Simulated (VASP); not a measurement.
# CaSe (F-43m) in VASP: G0W0 quasiparticle levels with r2SCAN

Aim: the G0W0 quasiparticle levels of CaSe with r2SCAN.

Program: VASP 6.6.1. These are calculated values, not measurements. Logs are shortened: lines on timing, memory, paths and dates and some standing lists are left out, and cuts for length are marked.

## 1. The cell of the first run

It takes space group F-43m (No. 216, cubic). Conventional cell: a = 6.559 Å, b = 6.559 Å, c = 6.559 Å, α = 90.00°, β = 90.00°, γ = 90.00°. Ca (site symmetry -43m) has 4 Se at 2.84 Å within 3.7 Å. Se (site symmetry -43m) has 4 Ca at 2.84 Å within 3.7 Å.

## 2. G0W0 quasiparticle levels, r2SCAN

File POSCAR:

```
CaSe
1.0
    0.0000000000      3.2795613702      3.2795613702
    3.2795613702      0.0000000000      3.2795613702
    3.2795613702      3.2795613702      0.0000000000
Ca Se
1 1
Direct
    0.0000000000      0.0000000000      0.0000000000
    0.2500000000      0.2500000000      0.2500000000
```

File INCAR.step1:

```
SYSTEM = CaSe
PREC = Accurate ; ENCUT = 500
EDIFF = 1E-8 ; ISMEAR = 0
SIGMA = 0.01 ; LREAL = .False.
LASPH = .True. ; NELM = 100
ALGO = Normal ; LWAVE = .True.
LCHARG = .False. ; METAGGA = R2SCAN
LMIXTAU = .True.
```

File INCAR.step2:

```
SYSTEM = CaSe
PREC = Accurate ; ENCUT = 500
EDIFF = 1E-8 ; ISMEAR = 0
SIGMA = 0.01 ; LREAL = .False.
LASPH = .True. ; NELM = 1
ALGO = Exact ; LWAVE = .True.
LCHARG = .False. ; METAGGA = R2SCAN
LMIXTAU = .True. ; NBANDS = 273
LOPTICS = .True. ; ISTART = 1
```

File INCAR.step3:

```
SYSTEM = CaSe
PREC = Accurate ; ENCUT = 500
EDIFF = 1E-8 ; ISMEAR = 0
SIGMA = 0.01 ; LREAL = .False.
LASPH = .True. ; ALGO = EVGW0
LWAVE = .False. ; LCHARG = .False.
METAGGA = R2SCAN ; LMIXTAU = .True.
NELMGW = 1 ; NBANDS = 273
ENCUTGW = 140.0 ; NOMEGA = 48
PRECFOCK = Fast ; ISTART = 1
NBANDSGW = 16
```

File KPOINTS:

```
regular mesh
0
Gamma
  4 4 4
  0 0 0
```

Potentials or basis: VASP PAW PBE potentials, release 64 (Ca_sv_GW, Se_GW).

On the command line:

```console
> cat potpaw_PBE.64/Ca_sv_GW/POTCAR potpaw_PBE.64/Se_GW/POTCAR > POTCAR
> cp INCAR.step1 INCAR
> mpirun -np 1 vasp_std > vasp.out
> cp INCAR.step2 INCAR
> mpirun -np 1 vasp_std > vasp.out
> cp INCAR.step3 INCAR
> mpirun -np 1 vasp_std > vasp.out
```

OUTCAR:

```text
SYSTEM = CaSe
   PREC = Accurate
   ENCUT = 500
   EDIFF = 1E-8
   ISMEAR = 0
   LREAL = .False.
   LASPH = .True.
   METAGGA = R2SCAN
   NELMGW = 1
   ENCUTGW = 140.0
   PRECFOCK = Fast
   ISTART = 1

 ion  position               nearest neighbor table
   1  0.000  0.000  0.000-   2 2.84   2 2.84   2 2.84   2 2.84
   2  0.250  0.250  0.250-   1 2.84   1 2.84   1 2.84   1 2.84

  LATTYP: Found a face centered cubic cell.
 ALAT       =     6.5591227404

  Lattice vectors:

 A1 = (   0.0000000000,   3.2795613702,   3.2795613702)
 A2 = (   3.2795613702,   0.0000000000,   3.2795613702)
 A3 = (   3.2795613702,   3.2795613702,   0.0000000000)

Analysis of symmetry for initial positions (statically):
[... 5 lines left out ...]
 face centered cubic supercell.

 Subroutine GETGRP returns: Found 24 space group operations
 (whereof 24 operations were pure point group operations)
 out of a pool of 48 trial point group operations.

The static configuration has the point symmetry T_d .

Analysis of symmetry for dynamics (positions and initial velocities):
[... 5 lines left out ...]
 face centered cubic supercell.

 Subroutine GETGRP returns: Found 24 space group operations
 (whereof 24 operations were pure point group operations)
 out of a pool of 48 trial point group operations.

The dynamic configuration has the point symmetry T_d .

 Subroutine INISYM returns: Found 24 space group operations
 (whereof 24 operations are pure point group operations),
 and found     1 'primitive' translations

----------------------------------------------------------------------------------------

                                     Primitive cell

  volume of cell :      70.5468

  direct lattice vectors                    reciprocal lattice vectors
     0.000000000  3.279561370  3.279561370    -0.152459413  0.152459413  0.152459413
     3.279561370  0.000000000  3.279561370     0.152459413 -0.152459413  0.152459413
     3.279561370  3.279561370  0.000000000     0.152459413  0.152459413 -0.152459413

  length of vectors
     4.638000168  4.638000168  4.638000168     0.264067449  0.264067449  0.264067449

  position of ions in fractional coordinates (direct lattice)
     0.000000000  0.000000000  0.000000000
     0.250000000  0.250000000  0.250000000

  ion indices of the primitive-cell ions
   primitive index   ion index
                 1           1
                 2           2

----------------------------------------------------------------------------------------

 KPOINTS: regular mesh

Automatic generation of k-mesh.
 Grid dimensions read from file:
 generate k-points for:    4    4    4

 Generating k-lattice:

  Cartesian coordinates                     Fractional coordinates (reciprocal lattice)
    -0.038114853  0.038114853  0.038114853     0.250000000  0.000000000  0.000000000
     0.038114853 -0.038114853  0.038114853     0.000000000  0.250000000  0.000000000
     0.038114853  0.038114853 -0.038114853     0.000000000  0.000000000  0.250000000

  Length of vectors
     0.066016862  0.066016862  0.066016862

  Shift w.r.t. Gamma in fractional coordinates (k-lattice)
     0.000000000  0.000000000  0.000000000

 Subroutine IBZKPT returns following result:
 ===========================================

 Found      8 irreducible k-points:

 Following reciprocal coordinates:
            Coordinates               Weight
  0.000000  0.000000  0.000000      1.000000
  0.250000  0.000000  0.000000      8.000000
  0.500000  0.000000  0.000000      4.000000
  0.250000  0.250000  0.000000      6.000000
  0.500000  0.250000  0.000000     24.000000
 -0.250000  0.250000  0.000000     12.000000
  0.500000  0.500000  0.000000      3.000000
 -0.250000  0.500000  0.250000      6.000000
   k-points           NKPTS =      8   k-points in BZ     NKDIM =     64   number of bands    NBANDS=    273
   number of dos      NEDOS =    301   number of ions     NIONS =      2
   total plane-waves  NPLWV =  46656
   dimension x,y,z NGX =    36 NGY =   36 NGZ =   36
   dimension x,y,z NGXF=    72 NGYF=   72 NGZF=   72
   ions per type =               1   1
   NGX,Y,Z   is equivalent  to a cutoff of  12.90, 12.90, 12.90 a.u.
   NGXF,Y,Z  is equivalent  to a cutoff of  25.81, 25.81, 25.81 a.u.
 SYSTEM =  CaSe
   PREC   = accura    normal or accurate (medium, high low for compatibility)
   ISTART =      1    job   : 0-new  1-cont  2-samecut
   ICHARG =      0    charge: 1-file 2-atom 10-const
   ISPIN  =      1    spin polarized calculation?
   LNONCOLLINEAR =      F non collinear calculations
   LSORBIT =      F    spin-orbit coupling
   LASPH  =      T    aspherical Exc in radial PAW
   ENCUT  =  500.0 eV  36.75 Ry    6.06 a.u.   8.46  8.46  8.46*2*pi/ulx,y,z
   NELM   =     60;   NELMIN=  2; NELMDL=  0     # of ELM steps
   EDIFF  = 0.1E-07   stopping-criterion for ELM
   LREAL  =      F    real-space projection
   EDIFFG = 0.1E-06   stopping-criterion for IOM
   NSW    =      0    number of steps for IOM
   IBRION =     -1    ionic relax: 0-MD 1-quasi-New 2-CG
   NFREE  =      0    steps in history (QN), initial steepest desc. (CG)
   ISIF   =      0    stress and relaxation
   ISYM   =      3    0-nonsym 1-usesym 2-fastsym
   POTIM  = 0.5000    time-step for ionic-motion
   TEBEG  =    0.0;   TEEND  =   0.0 temperature during run
   PSTRESS=    0.0 pullay stress
   NELECT =      16.0000    total number of electrons
   NUPDOWN=      -1.0000    fix difference up-down
   EMIN   =  10.00;   EMAX   =-10.00  energy-range for DOS
   EFERMI =   0.00;   METHOD = LEGACY
   ISMEAR =     0;   SIGMA  =   0.01  broadening in eV -4-tet -1-fermi 0-gaus
   EFERMI_NEDOS =   21; number of points for ismear=-14 and -15
   IALGO  =     38    algorithm
   IMIX   =      4    mixing-type and parameters
     AMIX     =   0.40;   BMIX     =  1.00
     AMIX_MAG =   1.60;   BMIX_MAG =  1.00
  volume/ion in A,a.u.               =      35.27       238.04
  Fermi-wavevector in a.u.,A,eV,Ry     =   0.998364  1.886635 13.561354  0.996731
  Thomas-Fermi vector in A             =   2.130583
   LORBIT       =      0    0 simple, 1 ext, 2 COOP (PROOUT), +10 PAW based schemes
   METAGGA = R2SCAN    functional components
   LHFCALC =     T    Hartree Fock is set to
   PRECFOCK=fast      Normal, Fast or Accurate (Low or Medium for compatibility)
   ENCUT4O =  -1.0   cutoff for four orbital integrals eV
   NKREDX  =     1    reduce k-point grid by
   NKREDY  =     1    reduce k-point grid by
   NKREDZ  =     1    reduce k-point grid by
   AEXX    =    1.0000 exact exchange contribution
   HFSCREEN=    0.0000 screening length (either q_TF or 0.3 A-1)
   HFSCREENC=   0.0000 screening length for correlation (either q_TF or 0.3 A-1)
   ENCUTFOCK=  -1.0 apply spherical cutoff to Coloumb kernel
   IVDW    =     0    specifies the selected vdW correction
   LEPSILON=     F    determine dielectric tensor
   LRPA    =     F    only Hartree local field effects (RPA)
   LRPAFORCE           =     F    calculate RPA forces
   ENCUTGW             = 140.0    cutoff for response function in eV
   ENCUTGWSOFT         = 112.0    soft cutoff for Coulomb kernel in GW response function in eV
   ENCUTLF             =  -1.0    cutoff for local field effects
   NELMGW              =     1    number of iterations in solving QP/BSE equation
   NELMHF              =     1    number of iterations in the inner HF iteration
   NKREDLFX            =     1    NKREDLFY  =   1   NKREDLFZ  =   1
 non-spin polarized calculation
 Gauss-broadening in eV      SIGMA  =   0.01
  energy-cutoff  :      500.00
  volume of cell :       70.55
 maximum number of plane-waves:      1812
 NGX is ok and might be reduce to    36
  NGX = 20; NGY = 20; NGZ = 20
   NGX = 17   NGY = 17   NGZ = 17
 maximum number of plane-waves:       283
 NGX is ok and might be reduce to    18

 QP shifts <psi_nk| G(iteration)W_0 |psi_nk>: iteration 1
 for sc-GW calculations column KS-energies equals QP-energies in previous step
 and V_xc(KS)=  KS-energies - (<T + V_ion + V_H > + <T+V_H+V_ion>^1  + <V_x>^1)

 k-point   1 :       0.0000    0.0000    0.0000
  band No.  KS-energies  QP-energies   sigma(KS)   V_xc(KS)     V^pw_x(r,r')   Z            occupation Imag(sigma)

      1     -40.3012     -40.8906     -23.3180     -22.3172     -34.4546       0.5889       2.0000       1.0892
      2     -20.4324     -22.1588     -23.0298     -20.6477     -27.8566       0.7247       2.0000       0.4110
      3     -20.4324     -22.1588     -23.0298     -20.6477     -27.8566       0.7247       2.0000       0.4110
      4     -20.4324     -22.1588     -23.0298     -20.6477     -27.8566       0.7247       2.0000       0.4110
      5     -10.4098     -11.0322     -14.3173     -13.4125     -19.8142       0.6879       2.0000       1.3594
      6       0.2168      -0.7230     -13.2076     -11.9829     -14.5775       0.7673       2.0000       0.1875
[... 8 lines left out ...]
     15      10.0616      10.4592      -7.7843      -8.2884      -3.7766       0.7888       0.0000      -0.3563
     16      10.0616      10.4592      -7.7843      -8.2884      -3.7766       0.7888       0.0000      -0.3563

 k-point   2 :       0.2500    0.0000    0.0000
  band No.  KS-energies  QP-energies   sigma(KS)   V_xc(KS)     V^pw_x(r,r')   Z            occupation Imag(sigma)

      1     -40.3003     -40.8918     -23.3175     -22.3187     -34.4553       0.5922       2.0000       1.0907
      2     -20.4560     -22.1347     -22.9790     -20.5982     -27.8309       0.7051       2.0000       0.4382
      3     -20.4352     -22.1619     -23.0272     -20.6423     -27.8554       0.7240       2.0000       0.4122
      4     -20.4352     -22.1619     -23.0272     -20.6423     -27.8554       0.7240       2.0000       0.4122
      5     -10.2765     -10.8918     -14.4729     -13.5820     -19.9056       0.6907       2.0000       1.3172
      6      -0.4757      -1.5696     -12.3047     -10.8860     -13.8179       0.7711       2.0000       0.2169
[... 8 lines left out ...]
     15       8.9464       9.3027      -6.9011      -7.3463      -3.2597       0.8004       0.0000      -0.3008
     16      10.5900      11.1971      -8.1192      -8.8858      -4.0725       0.7919       0.0000      -0.3782

 k-point   3 :       0.5000    0.0000    0.0000
  band No.  KS-energies  QP-energies   sigma(KS)   V_xc(KS)     V^pw_x(r,r')   Z            occupation Imag(sigma)

      1     -40.2993     -40.8925     -23.3170     -22.3201     -34.4561       0.5950       2.0000       1.0923
      2     -20.4794     -22.1370     -22.9302     -20.5501     -27.8067       0.6964       2.0000       0.4650
      3     -20.4382     -22.1547     -23.0245     -20.6370     -27.8542       0.7189       2.0000       0.4135
      4     -20.4382     -22.1547     -23.0245     -20.6370     -27.8542       0.7189       2.0000       0.4135
      5     -10.1410     -10.7492     -14.6319     -13.7567     -19.9999       0.6950       2.0000       1.2776
      6      -0.9228      -2.1218     -12.0045     -10.4376     -13.7058       0.7652       2.0000       0.2451
[... 8 lines left out ...]
     15       9.7857      10.8490      -9.4571     -10.8322      -5.1046       0.7733       0.0000      -0.4544
     16      11.1494      12.3859      -9.8874     -11.4949      -5.3393       0.7692       0.0000      -0.5023

 k-point   4 :       0.2500    0.2500    0.0000
  band No.  KS-energies  QP-energies   sigma(KS)   V_xc(KS)     V^pw_x(r,r')   Z            occupation Imag(sigma)

      1     -40.3000     -40.8934     -23.3173     -22.3192     -34.4556       0.5945       2.0000       1.0913
      2     -20.4578     -22.1296     -22.9700     -20.5947     -27.8265       0.7038       2.0000       0.4446
      3     -20.4393     -22.1532     -23.0225     -20.6343     -27.8532       0.7176       2.0000       0.4139
      4     -20.4393     -22.1532     -23.0225     -20.6343     -27.8532       0.7176       2.0000       0.4139
      5     -10.2327     -10.8463     -14.5241     -13.6376     -19.9357       0.6922       2.0000       1.3043
      6      -0.5383      -1.6189     -12.2769     -10.8736     -13.7788       0.7700       2.0000       0.2196
[... 8 lines left out ...]
     15       9.5953      10.4644      -8.8187      -9.9346      -4.6769       0.7789       0.0000      -0.3427
     16      10.9023      11.2526      -7.3939      -7.8331      -3.4022       0.7975       0.0000      -0.4131
[... 24 lines left out ...]
      1     -40.2993     -40.8968     -23.3169     -22.3201     -34.4561       0.5994       2.0000       1.0923
      2     -20.4699     -22.1422     -22.9456     -20.5704     -27.8173       0.7041       2.0000       0.4599
      3     -20.4476     -22.1374     -23.0088     -20.6166     -27.8431       0.7063       2.0000       0.4184
      4     -20.4382     -22.1604     -23.0245     -20.6369     -27.8543       0.7213       2.0000       0.4135
      5     -10.1427     -10.7502     -14.6291     -13.7532     -19.9982       0.6935       2.0000       1.2784
      6      -0.6039      -1.7468     -12.2078     -10.7222     -13.7906       0.7693       2.0000       0.2249
[... 8 lines left out ...]
     15       9.3254      10.1366      -8.1589      -9.1933      -4.0769       0.7843       0.0000      -0.3631
     16      10.4411      11.5462      -9.8824     -11.3204      -5.4349       0.7684       0.0000      -0.4529

 k-point   7 :       0.5000    0.5000    0.0000
  band No.  KS-energies  QP-energies   sigma(KS)   V_xc(KS)     V^pw_x(r,r')   Z            occupation Imag(sigma)

      1     -40.2986     -40.9051     -23.3166     -22.3210     -34.4565       0.6091       2.0000       1.0933
      2     -20.4825     -22.1322     -22.9130     -20.5442     -27.7980       0.6964       2.0000       0.4771
      3     -20.4461     -22.1515     -23.0149     -20.6207     -27.8494       0.7123       2.0000       0.4170
      4     -20.4461     -22.1515     -23.0149     -20.6207     -27.8494       0.7123       2.0000       0.4170
      5     -10.0541     -10.6646     -14.7327     -13.8669     -20.0595       0.7052       2.0000       1.2543
      6      -0.9341      -2.0924     -12.1339     -10.6175     -13.8014       0.7639       2.0000       0.2471
[... 8 lines left out ...]
     15      10.3687      11.7024     -10.1964     -11.9504      -5.4999       0.7604       0.0000      -0.4715
     16      11.1022      11.4339      -7.8945      -8.3165      -3.6450       0.7860       0.0000      -0.4768

 k-point   8 :      -0.2500    0.5000    0.2500
  band No.  KS-energies  QP-energies   sigma(KS)   V_xc(KS)     V^pw_x(r,r')   Z            occupation Imag(sigma)

      1     -40.2986     -40.9077     -23.3166     -22.3209     -34.4565       0.6118       2.0000       1.0933
      2     -20.4764     -22.1292     -22.9255     -20.5574     -27.8095       0.6979       2.0000       0.4743
      3     -20.4519     -22.1392     -23.0028     -20.6072     -27.8380       0.7043       2.0000       0.4193
      4     -20.4463     -22.1484     -23.0148     -20.6204     -27.8490       0.7109       2.0000       0.4172
      5     -10.0542     -10.6632     -14.7315     -13.8662     -20.0594       0.7038       2.0000       1.2548
      6      -0.4246      -1.5279     -12.4684     -11.0351     -14.0522       0.7697       2.0000       0.2194
[... 8 lines left out ...]
     15       9.8387      11.3220     -10.6379     -12.5871      -6.1327       0.7610       0.0000      -0.4360
     16      10.2296      10.6454      -8.6120      -9.1429      -4.4291       0.7831       0.0000      -0.3629
```

Run time: 11 min. Hardware: 1 thread of Intel Xeon 6975P-C, shared host; peak memory 0.92 GiB.

What came out:

| Item | Value |
| --- | --- |
| Band gap on the k mesh, mean-field level | 3.69 eV, indirect (least direct gap 3.78 eV) |
| Quasiparticle gap | 4.87 eV |
| Least direct quasiparticle gap | 4.91 eV |

Caveat: bands, screening cutoff and mesh are small and nothing is extrapolated, so the quasiparticle values aren't converged.
